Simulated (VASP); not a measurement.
# Cu (Fm-3m) in VASP: notebook, part 2 of 2

VASP 6.6.1. Earlier steps stand in the parts before.

## 3. Relaxation of cell and atoms, PBE+D3(BJ)

This run uses another cell than the first one, of 11.96 Å³/atom, 1.057 times its volume.

INCAR reads:

```
PREC = Accurate
ENCUT = 600
EDIFF = 1E-7
ISMEAR = 0
SIGMA = 0.1
LREAL = False
LASPH = True
NELM = 120
ALGO = Normal
ISIF = 3
LWAVE = False
LCHARG = False
GGA = PE
IVDW = 12
IBRION = 2
NSW = 70
EDIFFG = -0.005
GGA_COMPAT = False
NELMIN = 4
```

KPOINTS reads:

```
Automatic mesh
0
Gamma
  20 20 20
```

POSCAR reads:

```
Cu
1.0
    0.0000000000      1.8148741276      1.8148741276
    1.8148741276      0.0000000000      1.8148741276
    1.8148741276      1.8148741276      0.0000000000
Cu
1
Direct
    0.0000000000      0.0000000000      0.0000000000
```

Potentials or basis: VASP PAW PBE potentials, release 64 (Cu).

Run with:

```console
$ cat potpaw_PBE.64/Cu/POTCAR > POTCAR
$ mpirun -np 1 vasp_std > vasp.out
```

OUTCAR:

```text
PREC = Accurate
   ENCUT = 600
   EDIFF = 1E-7
   ISMEAR = 0
   LREAL = False
   LASPH = True
   NELM = 120
   ISIF = 3
   GGA = PE
   IVDW = 12
   IBRION = 2
   NSW = 70
   EDIFFG = -0.005
   NELMIN = 4
 IVDW          = 12

 ion  position               nearest neighbor table
   1  0.000  0.000  0.000-

  LATTYP: Found a face centered cubic cell.
 ALAT       =     3.6297482552

  Lattice vectors:

 A1 = (   0.0000000000,   1.8148741276,   1.8148741276)
 A2 = (   1.8148741276,   0.0000000000,   1.8148741276)
 A3 = (   1.8148741276,   1.8148741276,   0.0000000000)

Analysis of symmetry for initial positions (statically):
=====================================================================
 Subroutine PRICEL returns:
 Original cell was already a primitive cell.

 Routine SETGRP: Setting up the symmetry group for a
 face centered cubic supercell.

 Subroutine GETGRP returns: Found 48 space group operations
 (whereof 48 operations were pure point group operations)
 out of a pool of 48 trial point group operations.

The static configuration has the point symmetry O_h .

Analysis of symmetry for dynamics (positions and initial velocities):
=====================================================================
 Subroutine PRICEL returns:
 Original cell was already a primitive cell.

 Routine SETGRP: Setting up the symmetry group for a
 face centered cubic supercell.

 Subroutine GETGRP returns: Found 48 space group operations
 (whereof 48 operations were pure point group operations)
 out of a pool of 48 trial point group operations.

The dynamic configuration has the point symmetry O_h .

 Subroutine INISYM returns: Found 48 space group operations
 (whereof 48 operations are pure point group operations),
 and found     1 'primitive' translations

----------------------------------------------------------------------------------------

                                     Primitive cell

  volume of cell :      11.9555

  direct lattice vectors                    reciprocal lattice vectors
     0.000000000  1.814874128  1.814874128    -0.275501200  0.275501200  0.275501200
     1.814874128  0.000000000  1.814874128     0.275501200 -0.275501200  0.275501200
     1.814874128  1.814874128  0.000000000     0.275501200  0.275501200 -0.275501200

  length of vectors
     2.566619605  2.566619605  2.566619605     0.477182076  0.477182076  0.477182076

  position of ions in fractional coordinates (direct lattice)
     0.000000000  0.000000000  0.000000000

  ion indices of the primitive-cell ions
   primitive index   ion index
                 1           1

----------------------------------------------------------------------------------------

 KPOINTS: Automatic mesh

Automatic generation of k-mesh.
 Grid dimensions read from file:
 generate k-points for:   20   20   20

 Generating k-lattice:

  Cartesian coordinates                     Fractional coordinates (reciprocal lattice)
    -0.013775060  0.013775060  0.013775060     0.050000000  0.000000000  0.000000000
     0.013775060 -0.013775060  0.013775060     0.000000000  0.050000000  0.000000000
     0.013775060  0.013775060 -0.013775060     0.000000000  0.000000000  0.050000000

  Length of vectors
     0.023859104  0.023859104  0.023859104

  Shift w.r.t. Gamma in fractional coordinates (k-lattice)
     0.000000000  0.000000000  0.000000000

 Subroutine IBZKPT returns following result:
 ===========================================

 Found    256 irreducible k-points:

 Following reciprocal coordinates:
            Coordinates               Weight
  0.000000  0.000000  0.000000      1.000000
  0.050000  0.000000  0.000000      8.000000
  0.100000  0.000000  0.000000      8.000000
  0.150000  0.000000  0.000000      8.000000
  0.200000  0.000000  0.000000      8.000000
  0.250000  0.000000  0.000000      8.000000
[... 16 lines left out ...]
 -0.400000  0.050000  0.000000     24.000000
 -0.350000  0.050000  0.000000     24.000000
 [... further k-points ...]
   k-points           NKPTS =    256   k-points in BZ     NKDIM =    256   number of bands    NBANDS=      9
   number of dos      NEDOS =    301   number of ions     NIONS =      1
   total plane-waves  NPLWV =  13824
   dimension x,y,z NGX =    24 NGY =   24 NGZ =   24
   dimension x,y,z NGXF=    48 NGYF=   48 NGZF=   48
   ions per type =               1
   NGX,Y,Z   is equivalent  to a cutoff of  15.55, 15.55, 15.55 a.u.
   NGXF,Y,Z  is equivalent  to a cutoff of  31.09, 31.09, 31.09 a.u.
 SYSTEM =  unknown system
   PREC   = accura    normal or accurate (medium, high low for compatibility)
   ISTART =      0    job   : 0-new  1-cont  2-samecut
   ICHARG =      2    charge: 1-file 2-atom 10-const
   ISPIN  =      1    spin polarized calculation?
   LNONCOLLINEAR =      F non collinear calculations
   LSORBIT =      F    spin-orbit coupling
   LASPH  =      T    aspherical Exc in radial PAW
   ENCUT  =  600.0 eV  44.10 Ry    6.64 a.u.   5.13  5.13  5.13*2*pi/ulx,y,z
   NELM   =    120;   NELMIN=  4; NELMDL= -5     # of ELM steps
   EDIFF  = 0.1E-06   stopping-criterion for ELM
   LREAL  =      F    real-space projection
   EDIFFG = -.5E-02   stopping-criterion for IOM
   NSW    =     70    number of steps for IOM
   IBRION =      2    ionic relax: 0-MD 1-quasi-New 2-CG
   NFREE  =      1    steps in history (QN), initial steepest desc. (CG)
   ISIF   =      3    stress and relaxation
   ISYM   =      2    0-nonsym 1-usesym 2-fastsym
   POTIM  = 0.5000    time-step for ionic-motion
   TEBEG  =    0.0;   TEEND  =   0.0 temperature during run
   PSTRESS=    0.0 pullay stress
   NELECT =      11.0000    total number of electrons
   NUPDOWN=      -1.0000    fix difference up-down
   EMIN   =  10.00;   EMAX   =-10.00  energy-range for DOS
   EFERMI =   0.00;   METHOD = LEGACY
   ISMEAR =     0;   SIGMA  =   0.10  broadening in eV -4-tet -1-fermi 0-gaus
   EFERMI_NEDOS =   21; number of points for ismear=-14 and -15
   IALGO  =     38    algorithm
   IMIX   =      4    mixing-type and parameters
     AMIX     =   0.40;   BMIX     =  1.00
     AMIX_MAG =   1.60;   BMIX_MAG =  1.00
  volume/ion in A,a.u.               =      11.96        80.68
  Fermi-wavevector in a.u.,A,eV,Ry     =   1.592267  3.008948 34.495042  2.535314
  Thomas-Fermi vector in A             =   2.690679
   LORBIT       =      0    0 simple, 1 ext, 2 COOP (PROOUT), +10 PAW based schemes
   GGA     = PE    functional components
   LHFCALC =     F    Hartree Fock is set to
   AEXX    =    0.0000 exact exchange contribution
   IVDW    =    12    specifies the selected vdW correction
   LEPSILON=     F    determine dielectric tensor
   LRPA    =     F    only Hartree local field effects (RPA)
 conjugate gradient relaxation of ions
 non-spin polarized calculation
 Gauss-broadening in eV      SIGMA  =   0.10
  energy-cutoff  :      600.00
  volume of cell :       11.96
 maximum number of plane-waves:       415
 NGX is ok and might be reduce to    24
   NGX = 11   NGY = 11   NGZ = 11

--------------------------------------- Ionic step        1  -------------------------------------------

 number of electron      10.9999998 magnetization

 Free energy of the ion-electron system (eV)
  ---------------------------------------------------
  ext. energy  EPLUGINS =         0.00000000
  ---------------------------------------------------
  free energy    TOTEN  =        -3.72943602 eV

  energy without entropy =       -3.72810252  energy(sigma->0) =       -3.72876927

------------------------ aborting loop because EDIFF is reached ----------------------------------------

 Edisp (eV)   -0.57564

 E8    (eV) :    -0.2467
[... 69 lines left out ...]
--------------------------------------- Ionic step        3  -------------------------------------------

 number of electron      11.0000001 magnetization

 Free energy of the ion-electron system (eV)
  ---------------------------------------------------
  ext. energy  EPLUGINS =         0.00000000
  ---------------------------------------------------
  free energy    TOTEN  =        -3.71228057 eV

  energy without entropy =       -3.71101299  energy(sigma->0) =       -3.71164678

 E-fermi :   8.0668     XC(G=0): -12.9586

 val. band max:        8.0154179017   @ k =   0.4500   0.3000   0.0000
 cond. band min:       8.0668653448   @ k =   0.5000   0.2500   0.1000
 fundamental gap:      0.0514474431
 Fermi energy:         8.0668199081

 k-point     1 :       0.0000    0.0000    0.0000
  band No.  band energies     occupation
      1      -1.5691      2.00000
      2       4.9388      2.00000
      3       4.9388      2.00000
      4       4.9388      2.00000
      5       5.8134      2.00000
      6       5.8134      2.00000
      7      31.0018      0.00000
      8      33.9590      0.00000
      9      33.9590      0.00000
[... 265 lines left out ...]
 k-point    24 :      -0.3500    0.0500    0.0000
  band No.  band energies     occupation
      1       2.3248      2.00000
      2       4.9651      2.00000
      3       5.0077      2.00000
      4       5.1322      2.00000
      5       6.1478      2.00000
      6       6.4440      2.00000
      7      15.6117      0.00000
      8      28.3399      0.00000
      9      30.7181      0.00000

 [... further k-points ...]

------------------------ aborting loop because EDIFF is reached ----------------------------------------

 Edisp (eV)   -0.60764

 E8    (eV) :    -0.2606
[... 24 lines left out ...]
  FREE ENERGIE OF THE ION-ELECTRON SYSTEM (eV)
  ---------------------------------------------------
  free  energy   TOTEN  =        -4.3199215283 eV

  energy  without entropy=       -4.3186539502  energy(sigma->0) =       -4.31928774

 reached required accuracy - stopping structural energy minimisation
```

Run time: 1.7 min. Hardware: 1 thread of AMD EPYC 7R13 (Zen 3), shared host; peak memory 0.15 GiB.

What came out:

```yaml
Free_energy: -4.3199 eV
Relaxed_volume: 11.35 Å³/atom
Relaxed_cell: a = 2.522 Å, b = 2.522 Å, c = 2.522 Å, α = 60.00°, β = 60.00°, γ = 60.00°
Space_group_after_relaxing_to_0.05_Å: Fm-3m (No. 225)
Energy_gained_by_relaxing: 14.9 meV/atom
Ionic_steps: 3
Pressure_after_relaxing: 0.0 GPa
Dispersion_energy_per_atom: -0.608 eV
```

The path:
| step | energy change (eV) | largest force (eV/Å) | pressure (GPa) | volume (Å³) |
| --- | --- | --- | --- | --- |
| 1 | 0.0000 | 0.0000 | -7.42 | 11.96 |
| 2 | -0.0098 | 0.0000 | 5.15 | 11.02 |
| 3 | -0.0149 | 0.0000 | 0.00 | 11.35 |

Final structure:
```
Cu
1.0
     0.00000    1.78366    1.78366
     1.78366    0.00000    1.78366
     1.78366    1.78366    0.00000
Cu
1
Direct
  0.00000 0.00000 0.00000
```

Levels at points of the mesh, in eV from the Fermi level:
```
           k point  band 2  band 3  band 4  band 5  band 6  band 7  band 8  band 9
(0.00, 0.00, 0.00)   -3.13   -3.13   -3.13   -2.25   -2.25   22.93   25.89   25.89
(0.50, 0.00, 0.00)   -3.16   -3.16   -1.65   -1.65   -1.10    3.99   21.41   22.72
(0.50, 0.50, 0.00)   -4.61   -1.67   -1.50   -1.50    1.49    7.42   13.42   13.42
```

Caveat: pairwise dispersion overbinds metals, which lowers pressure and volume.
